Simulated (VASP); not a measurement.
# GaP (F-43m) in VASP: further runs

The runs below take GaP through single point, with r2SCAN.

Everything below comes from runs of VASP 6.6.1. Logs are shortened: lines on timing, memory, paths and dates and some standing lists are left out, and cuts for length are marked.

**The experiment to reproduce.**

From “Stacking defects in GaP nanowires: Electronic structure and optical properties”, 2018, arxiv:1810.01194, for a bulk crystal of GaP at 10 K: band gap 2.34 eV (indirect).

The runs below are set against these values where they give the same quantity.

### Step 1. The cell of the first run

It takes space group F-43m (No. 216, cubic). Conventional cell: a = 5.377 Å, b = 5.377 Å, c = 5.377 Å, α = 90.00°, β = 90.00°, γ = 90.00°. Within 3.1 Å of Ga (site symmetry -43m) lie 4 P at 2.33 Å. P (site symmetry -43m) has 4 Ga at 2.33 Å within 3.1 Å.

### Step 2. Single point, r2SCAN

Contents of POSCAR:

```
GaP
1.0
    0.0000000000      2.6884177822      2.6884177822
    2.6884177822      0.0000000000      2.6884177822
    2.6884177822      2.6884177822      0.0000000000
Ga P
1 1
Direct
    0.0000000000      0.0000000000      0.0000000000
    0.2500000000      0.2500000000      0.2500000000
```

Contents of INCAR.step1:

```
  PREC = Accurate
  ENCUT = 520
  ISMEAR = -1
  SIGMA = 0.1
  LREAL = F
  LASPH = T
  NELM = 60
  NBANDS = 16
  GGA = PE
  ALGO = Normal
  EDIFF = 1E-4
  LWAVE = T
  LCHARG = F
```

Contents of INCAR.step2:

```
  PREC = Accurate
  ENCUT = 520
  EDIFF = 1E-6
  ISMEAR = -1
  SIGMA = 0.1
  LREAL = F
  LASPH = T
  NELM = 60
  ALGO = Normal
  ISIF = 2
  LWAVE = F
  LCHARG = T
  METAGGA = R2SCAN
  LMIXTAU = T
  LELF = T
  LVHAR = T
  NBANDS = 16
  ISTART = 1
```

Contents of KPOINTS:

```
regular mesh
0
Gamma
  6 6 6
```

Potentials or basis: VASP PAW PBE potentials, release 64 (Ga_d, P).

Run with:

```
cat potpaw_PBE.64/Ga_d/POTCAR potpaw_PBE.64/P/POTCAR > POTCAR
cp INCAR.step1 INCAR
mpirun -np 1 vasp_std > vasp.out
cp INCAR.step2 INCAR
mpirun -np 1 vasp_std > vasp.out
```

OUTCAR:

```text
PREC = Accurate
   ENCUT = 520
   EDIFF = 1E-6
   ISMEAR = -1
   LREAL = F
   LASPH = T
   NELM = 60
   ISIF = 2
   METAGGA = R2SCAN
   ISTART = 1

 ion  position               nearest neighbor table
   1  0.000  0.000  0.000-   2 2.33   2 2.33   2 2.33   2 2.33
   2  0.250  0.250  0.250-   1 2.33   1 2.33   1 2.33   1 2.33

  LATTYP: Found a face centered cubic cell.
 ALAT       =     5.3768355644

  Lattice vectors:

 A1 = (   0.0000000000,   2.6884177822,   2.6884177822)
 A2 = (   2.6884177822,   0.0000000000,   2.6884177822)
 A3 = (   2.6884177822,   2.6884177822,   0.0000000000)

Analysis of symmetry for initial positions (statically):
=====================================================================
 Subroutine PRICEL returns:
 Original cell was already a primitive cell.

 Routine SETGRP: Setting up the symmetry group for a
 face centered cubic supercell.

 Subroutine GETGRP returns: Found 24 space group operations
 (whereof 24 operations were pure point group operations)
 out of a pool of 48 trial point group operations.

The static configuration has the point symmetry T_d .

Analysis of symmetry for dynamics (positions and initial velocities):
=====================================================================
 Subroutine PRICEL returns:
 Original cell was already a primitive cell.

 Routine SETGRP: Setting up the symmetry group for a
 face centered cubic supercell.

 Subroutine GETGRP returns: Found 24 space group operations
 (whereof 24 operations were pure point group operations)
 out of a pool of 48 trial point group operations.

The dynamic configuration has the point symmetry T_d .

 Subroutine INISYM returns: Found 24 space group operations
 (whereof 24 operations are pure point group operations),
 and found     1 'primitive' translations

----------------------------------------------------------------------------------------

                                     Primitive cell

  volume of cell :      38.8616

  direct lattice vectors                    reciprocal lattice vectors
     0.000000000  2.688417782  2.688417782    -0.185982998  0.185982998  0.185982998
     2.688417782  0.000000000  2.688417782     0.185982998 -0.185982998  0.185982998
     2.688417782  2.688417782  0.000000000     0.185982998  0.185982998 -0.185982998

  length of vectors
     3.801996889  3.801996889  3.801996889     0.322132003  0.322132003  0.322132003

  position of ions in fractional coordinates (direct lattice)
     0.000000000  0.000000000  0.000000000
     0.250000000  0.250000000  0.250000000

  ion indices of the primitive-cell ions
   primitive index   ion index
                 1           1
                 2           2

----------------------------------------------------------------------------------------

 KPOINTS: regular mesh

Automatic generation of k-mesh.
 Grid dimensions read from file:
 generate k-points for:    6    6    6

 Generating k-lattice:

  Cartesian coordinates                     Fractional coordinates (reciprocal lattice)
    -0.030997166  0.030997166  0.030997166     0.166666667  0.000000000  0.000000000
     0.030997166 -0.030997166  0.030997166     0.000000000  0.166666667  0.000000000
     0.030997166  0.030997166 -0.030997166     0.000000000  0.000000000  0.166666667

  Length of vectors
     0.053688667  0.053688667  0.053688667

  Shift w.r.t. Gamma in fractional coordinates (k-lattice)
     0.000000000  0.000000000  0.000000000

 Subroutine IBZKPT returns following result:
 ===========================================

 Found     16 irreducible k-points:

 Following reciprocal coordinates:
            Coordinates               Weight
  0.000000  0.000000  0.000000      1.000000
  0.166667  0.000000  0.000000      8.000000
  0.333333  0.000000  0.000000      8.000000
  0.500000  0.000000  0.000000      4.000000
  0.166667  0.166667  0.000000      6.000000
  0.333333  0.166667  0.000000     24.000000
[... 8 lines left out ...]
 -0.333333  0.333333  0.166667     24.000000
 -0.333333  0.500000  0.166667     12.000000
   k-points           NKPTS =     16   k-points in BZ     NKDIM =     16   number of bands    NBANDS=     16
   number of dos      NEDOS =    301   number of ions     NIONS =      2
   total plane-waves  NPLWV =  21952
   dimension x,y,z NGX =    28 NGY =   28 NGZ =   28
   dimension x,y,z NGXF=    56 NGYF=   56 NGZF=   56
   ions per type =               1   1
   NGX,Y,Z   is equivalent  to a cutoff of  12.24, 12.24, 12.24 a.u.
   NGXF,Y,Z  is equivalent  to a cutoff of  24.49, 24.49, 24.49 a.u.
 SYSTEM =  unknown system
   PREC   = accura    normal or accurate (medium, high low for compatibility)
   ISTART =      1    job   : 0-new  1-cont  2-samecut
   ICHARG =      0    charge: 1-file 2-atom 10-const
   ISPIN  =      1    spin polarized calculation?
   LNONCOLLINEAR =      F non collinear calculations
   LSORBIT =      F    spin-orbit coupling
   LASPH  =      T    aspherical Exc in radial PAW
   ENCUT  =  520.0 eV  38.22 Ry    6.18 a.u.   7.07  7.07  7.07*2*pi/ulx,y,z
   NELM   =     60;   NELMIN=  2; NELMDL=  0     # of ELM steps
   EDIFF  = 0.1E-05   stopping-criterion for ELM
   LREAL  =      F    real-space projection
   EDIFFG = 0.1E-04   stopping-criterion for IOM
   NSW    =      0    number of steps for IOM
   IBRION =     -1    ionic relax: 0-MD 1-quasi-New 2-CG
   NFREE  =      0    steps in history (QN), initial steepest desc. (CG)
   ISIF   =      2    stress and relaxation
   ISYM   =      2    0-nonsym 1-usesym 2-fastsym
   POTIM  = 0.5000    time-step for ionic-motion
   TEBEG  =    0.0;   TEEND  =   0.0 temperature during run
   PSTRESS=    0.0 pullay stress
   NELECT =      18.0000    total number of electrons
   NUPDOWN=      -1.0000    fix difference up-down
   EMIN   =  10.00;   EMAX   =-10.00  energy-range for DOS
   EFERMI =   0.00;   METHOD = LEGACY
   ISMEAR =    -1;   SIGMA  =   0.10  broadening in eV -4-tet -1-fermi 0-gaus
   EFERMI_NEDOS =   21; number of points for ismear=-14 and -15
   IALGO  =     38    algorithm
   IMIX   =      4    mixing-type and parameters
     AMIX     =   0.40;   BMIX     =  1.00
     AMIX_MAG =   1.60;   BMIX_MAG =  1.00
  volume/ion in A,a.u.               =      19.43       131.13
  Fermi-wavevector in a.u.,A,eV,Ry     =   1.266657  2.393634 21.829447  1.604419
  Thomas-Fermi vector in A             =   2.399846
   LORBIT       =      0    0 simple, 1 ext, 2 COOP (PROOUT), +10 PAW based schemes
   METAGGA = R2SCAN    functional components
   LHFCALC =     F    Hartree Fock is set to
   AEXX    =    0.0000 exact exchange contribution
   IVDW    =     0    specifies the selected vdW correction
   LEPSILON=     F    determine dielectric tensor
   LRPA    =     F    only Hartree local field effects (RPA)
 non-spin polarized calculation
  energy-cutoff  :      520.00
  volume of cell :       38.86
 maximum number of plane-waves:      1063
   NGX = 15   NGY = 15   NGZ = 15

 number of electron      17.9999992 magnetization

 Free energy of the ion-electron system (eV)
  ---------------------------------------------------
  ext. energy  EPLUGINS =         0.00000000
  ---------------------------------------------------
  free energy    TOTEN  =       -21.43135218 eV

  energy without entropy =      -21.43134308  energy(sigma->0) =      -21.43134763

 E-fermi :   5.7856     XC(G=0): -10.7478

 val. band max:        4.8971928616   @ k =   0.0000   0.0000   0.0000
 cond. band min:       6.7191720458   @ k =   0.5000   0.5000   0.0000
 fundamental gap:      1.8219791842
 Fermi energy:         5.7856470144

 k-point     1 :       0.0000    0.0000    0.0000
  band No.  band energies     occupation
      1     -10.1728      2.00000
      2     -10.1728      2.00000
      3     -10.1728      2.00000
      4     -10.0449      2.00000
      5     -10.0449      2.00000
      6      -8.4506      2.00000
[... 8 lines left out ...]
     15      15.2187      0.00000
     16      15.2187      0.00000

 k-point     2 :       0.1667    0.0000    0.0000
  band No.  band energies     occupation
      1     -10.2060      2.00000
      2     -10.1632      2.00000
      3     -10.1632      2.00000
      4     -10.0447      2.00000
      5     -10.0447      2.00000
      6      -8.0533      2.00000
[... 8 lines left out ...]
     15      14.3653      0.00000
     16      15.8182      0.00000

 k-point     3 :       0.3333    0.0000    0.0000
  band No.  band energies     occupation
      1     -10.2594      2.00000
      2     -10.1474      2.00000
      3     -10.1474      2.00000
      4     -10.0406      2.00000
      5     -10.0406      2.00000
      6      -7.0024      2.00000
[... 8 lines left out ...]
     15      15.1459      0.00000
     16      15.3998      0.00000

 k-point     4 :       0.5000    0.0000    0.0000
  band No.  band energies     occupation
      1     -10.2822      2.00000
      2     -10.1418      2.00000
      3     -10.1418      2.00000
      4     -10.0363      2.00000
      5     -10.0363      2.00000
      6      -6.1447      2.00000
[... 8 lines left out ...]
     15      17.3561      0.00000
     16      17.3561      0.00000
[... 172 lines left out ...]
 k-point    14 :       0.5000    0.3333    0.1667
  band No.  band energies     occupation
      1     -10.2871      2.00000
      2     -10.1296      2.00000
      3     -10.1170      2.00000
      4     -10.0626      2.00000
      5     -10.0316      2.00000
      6      -6.1456      2.00000
[... 8 lines left out ...]
     15      17.6930      0.00000
     16      19.2299      0.00000

 k-point    15 :      -0.3333    0.3333    0.1667
  band No.  band energies     occupation
      1     -10.2949      2.00000
      2     -10.1289      2.00000
      3     -10.1086      2.00000
      4     -10.0584      2.00000
      5     -10.0355      2.00000
      6      -5.4099      2.00000
[... 8 lines left out ...]
     15      18.3792      0.00000
     16      18.7011      0.00000

 k-point    16 :      -0.3333    0.5000    0.1667
  band No.  band energies     occupation
      1     -10.3069      2.00000
      2     -10.1154      2.00000
      3     -10.0983      2.00000
      4     -10.0711      2.00000
      5     -10.0287      2.00000
      6      -5.0695      2.00000
[... 8 lines left out ...]
     15      17.6717      0.00000
     16      19.5683      0.00000

------------------------ aborting loop because EDIFF is reached ----------------------------------------

  FORCE on cell =-STRESS in cart. coord.  units (eV):
  Direction    XX          YY          ZZ          XY          YZ          ZX
  --------------------------------------------------------------------------------------
  -------------------------------------------------------------------------------------
  Total        0.9641434      0.9641434      0.9641434     -0.0000000      0.0000000     -0.0000000
  in kB       39.7495252     39.7495252     39.7495252     -0.0000000      0.0000000     -0.0000000
  external PRESSURE =      39.7495252 kB  Pullay stress =       0.0000000 kB

 VOLUME and BASIS-vectors are now :
 -----------------------------------------------------------------------------
  energy-cutoff  :      520.00
  volume of cell :       38.86
      direct lattice vectors                 reciprocal lattice vectors
     0.000000000  2.688417782  2.688417782    -0.185982998  0.185982998  0.185982998
     2.688417782  0.000000000  2.688417782     0.185982998 -0.185982998  0.185982998
     2.688417782  2.688417782  0.000000000     0.185982998  0.185982998 -0.185982998

 POSITION                                       TOTAL-FORCE (eV/Angst)
 -----------------------------------------------------------------------------------
      0.00000      0.00000      0.00000        -0.000000     -0.000000     -0.000000
      1.34421      1.34421      1.34421         0.000000      0.000000      0.000000
 -----------------------------------------------------------------------------------
    total drift:                                0.000004      0.000004      0.000004

  FREE ENERGIE OF THE ION-ELECTRON SYSTEM (eV)
  ---------------------------------------------------
  free  energy   TOTEN  =       -21.4313521826 eV

  energy  without entropy=      -21.4313430768  energy(sigma->0) =      -21.43134763
```

Run time: 37 s. Hardware: 1 thread of Intel Xeon Platinum 8375C at 2.90GHz (Ice Lake), shared host; peak memory 0.16 GiB.

Results:

| Item | Value |
| --- | --- |
| Free energy | -21.4314 eV |
| Pressure | 4.0 GPa |
| Band gap on the k mesh | 1.82 eV, indirect (least direct gap 2.71 eV) |

Caveat: the PAW data sets were made with another functional, which shifts forces and pressure a little. r2SCAN opens gaps a little over a GGA but as a rule still falls short of measured ones.

### Step 3. Single point, r2SCAN

This run uses another cell than the first one, of 20.24 Å³/atom, 1.042 times its volume.

Contents of POSCAR:

```
GaP
1.0
    0.0000000000      2.7252500000      2.7252500000
    2.7252500000      0.0000000000      2.7252500000
    2.7252500000      2.7252500000      0.0000000000
Ga P
1 1
Direct
    0.0000000000      0.0000000000      0.0000000000
    0.2500000000      0.2500000000      0.2500000000
```

Contents of INCAR.step1:

```
ALGO = Normal
EDIFF = 1E-4
ENCUT = 520
GGA = PE
ISMEAR = -1
LASPH = T
LCHARG = F
LREAL = F
LWAVE = T
NBANDS = 16
NELM = 100
PREC = Accurate
SIGMA = 0.1
```

Contents of INCAR.step2:

```
ALGO = Normal
EDIFF = 1E-6
ENCUT = 520
ISIF = 2
ISMEAR = -1
ISTART = 1
LASPH = T
LCHARG = F
LMIXTAU = T
LREAL = F
LWAVE = F
METAGGA = R2SCAN
NBANDS = 16
NELM = 100
PREC = Accurate
SIGMA = 0.1
```

Contents of KPOINTS:

```
k-points
0
Gamma
  6 6 6
```

Potentials or basis: VASP PAW PBE potentials, release 64 (Ga_d, P).

Run with:

```
cat potpaw_PBE.64/Ga_d/POTCAR potpaw_PBE.64/P/POTCAR > POTCAR
cp INCAR.step1 INCAR
mpirun -np 1 vasp_std > vasp.out
cp INCAR.step2 INCAR
mpirun -np 1 vasp_std > vasp.out
```

Wall time 49 s (1 thread of Intel Xeon Platinum 8375C at 2.90GHz (Ice Lake), shared host); peak memory 0.17 GiB.

Results (log left out):

```yaml
Free_energy: -21.4510 eV
Pressure: 0.0 GPa
Band_gap_on_the_k_mesh: 1.91 eV, indirect (least direct gap 2.34 eV)
```

Levels at points of the mesh, in eV from the valence-band top:
```tsv
k point	band 5	band 6	band 7	band 8	band 9	band 10	band 11	band 12	band 13	band 14
(0.00, 0.00, 0.00)	-14.88	-13.02	0.00	0.00	0.00	2.34	4.19	4.19	4.19	9.46
(0.50, 0.00, 0.00)	-14.87	-10.86	-6.85	-1.17	-1.17	2.04	5.05	5.05	8.83	11.64
(0.50, 0.50, 0.00)	-14.86	-9.92	-6.96	-2.80	-2.80	1.91	2.10	11.35	11.35	12.01
```

Caveat: the PAW data sets were made with another functional, which shifts forces and pressure a little.

### Step 4. Single point, r2SCAN

This run uses another cell than the first one, of 21.05 Å³/atom, 1.083 times its volume.

Contents of POSCAR:

```
GaP
1.0
    0.0000000000      2.7611126653      2.7611126653
    2.7611126653      0.0000000000      2.7611126653
    2.7611126653      2.7611126653      0.0000000000
Ga P
1 1
Direct
    0.0000000000      0.0000000000      0.0000000000
    0.2500000000      0.2500000000      0.2500000000
```

Contents of INCAR.step1:

```
SYSTEM = GaP
PREC = Accurate ; ENCUT = 520
ISMEAR = -1 ; SIGMA = 0.1
LREAL = .FALSE. ; LASPH = .TRUE.
NELM = 100 ; NBANDS = 16
GGA = PE ; ALGO = Normal
EDIFF = 1E-4 ; LWAVE = .TRUE.
LCHARG = .FALSE.
```

Contents of INCAR.step2:

```
SYSTEM = GaP
PREC = Accurate ; ENCUT = 520
EDIFF = 1E-6 ; ISMEAR = -1
SIGMA = 0.1 ; LREAL = .FALSE.
LASPH = .TRUE. ; NELM = 100
ALGO = Normal ; ISIF = 2
LWAVE = .FALSE. ; LCHARG = .FALSE.
METAGGA = R2SCAN ; LMIXTAU = .TRUE.
NBANDS = 16 ; ISTART = 1
```

Contents of KPOINTS:

```
Automatic mesh
0
G
  6 6 6
  0 0 0
```

Run with:

```
cat potpaw_PBE.64/Ga_d/POTCAR potpaw_PBE.64/P/POTCAR > POTCAR
cp INCAR.step1 INCAR
mpirun -np 1 vasp_std > vasp.out
cp INCAR.step2 INCAR
mpirun -np 1 vasp_std > vasp.out
```

Wall time 45 s (1 thread of Intel Xeon Platinum 8375C at 2.90GHz (Ice Lake), shared host); peak memory 0.17 GiB.

Results (log left out):

```yaml
Free_energy: -21.4345 eV
Pressure: -3.2 GPa
Band_gap_on_the_k_mesh: 1.91 eV, indirect (least direct gap 2.00 eV)
```

Levels at points of the mesh, in eV from the valence-band top:
```
           k point  band 7  band 8  band 9  band 10  band 11  band 12
(0.00, 0.00, 0.00)    0.00    0.00    0.00     2.00     4.20     4.20
(0.50, 0.00, 0.00)   -6.62   -1.11   -1.11     1.91     5.06     5.06
(0.50, 0.50, 0.00)   -6.77   -2.66   -2.66     1.99     2.13    11.04
```

Caveat: the PAW data sets were made with another functional, which shifts forces and pressure a little.

### Step 5. Single point, r2SCAN

This run uses another cell than the first one, of 21.86 Å³/atom, 1.125 times its volume.

Contents of POSCAR:

```
GaP
1.0
    0.0000000000      2.7960671692      2.7960671692
    2.7960671692      0.0000000000      2.7960671692
    2.7960671692      2.7960671692      0.0000000000
Ga P
1 1
Direct
    0.0000000000      0.0000000000      0.0000000000
    0.2500000000      0.2500000000      0.2500000000
```

Contents of INCAR.step1:

```
  PREC = Accurate
  ENCUT = 520
  ISMEAR = -1
  SIGMA = 0.1
  LREAL = F
  LASPH = T
  NELM = 60
  NBANDS = 16
  GGA = PE
  ALGO = Normal
  EDIFF = 1E-4
  LWAVE = T
  LCHARG = F
```

Contents of INCAR.step2:

```
  PREC = Accurate
  ENCUT = 520
  EDIFF = 1E-6
  ISMEAR = -1
  SIGMA = 0.1
  LREAL = F
  LASPH = T
  NELM = 60
  ALGO = Normal
  ISIF = 2
  LWAVE = F
  LCHARG = F
  METAGGA = R2SCAN
  LMIXTAU = T
  NBANDS = 16
  ISTART = 1
```

Contents of KPOINTS:

```
regular mesh
0
Gamma
  6 6 6
```

Run with:

```
cat potpaw_PBE.64/Ga_d/POTCAR potpaw_PBE.64/P/POTCAR > POTCAR
cp INCAR.step1 INCAR
mpirun -np 1 vasp_std > vasp.out
cp INCAR.step2 INCAR
mpirun -np 1 vasp_std > vasp.out
```

Run time: 40 s. Hardware: 1 thread of Intel Xeon Platinum 8375C at 2.90GHz (Ice Lake), shared host; peak memory 0.17 GiB.

It converged, with:

- Free energy: -21.3893 eV
- Pressure: -5.7 GPa
- Band gap on the k mesh: 1.68 eV, direct

Levels at points of the mesh, in eV from the valence-band top:
| k point | band 7 | band 8 | band 9 | band 10 | band 11 | band 12 |
| --- | --- | --- | --- | --- | --- | --- |
| (0.00, 0.00, 0.00) | 0.00 | 0.00 | 0.00 | 1.68 | 4.20 | 4.20 |
| (0.50, 0.00, 0.00) | -6.42 | -1.06 | -1.06 | 1.79 | 5.06 | 5.07 |
| (0.50, 0.50, 0.00) | -6.60 | -2.53 | -2.53 | 2.06 | 2.15 | 10.75 |

Caveat: the PAW data sets were made with another functional, which shifts forces and pressure a little.

(Part 1 of 2 ends here.)
